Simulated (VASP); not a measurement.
Sc:

```
Sc
1.0
     3.26428    0.00000    0.00000
    -1.63214    2.82695    0.00000
     0.00000    0.00000    5.20203
Sc
2
Direct
  0.66667 0.33333 0.75000
  0.33333 0.66667 0.25000
```

Program: VASP 6.6.1. Alike in all runs: task single point; cell as given.

Question: Order these runs on this cell by their pressure, lowest first.
A. level LDA; potentials or basis VASP PAW LDA potentials, release 64 (Sc_sv); spin off; k mesh 9 × 9 × 5; cutoff (eV) 520; smearing gaussian 0.05 eV
B. level pbe exchange, lyp correlation; potentials or basis VASP PAW PBE potentials, release 64 (Sc_sv); spin non-collinear, typed start; k mesh 7 × 7 × 4; cutoff (eV) 500; smearing fermi-dirac 0.01 eV
C. level PBEsol; potentials or basis VASP PAW PBE potentials, release 64 (Sc_sv); spin off; k mesh 9 × 9 × 5; cutoff (eV) 520; smearing fermi-dirac 0.05 eV

Answer: A (-3.4 GPa), C (-0.7 GPa), B (2.3 GPa).

Caveats: the PAW data sets were made with another functional, which shifts forces and pressure a little (at least some runs); the cell stands under tension (at least some runs).
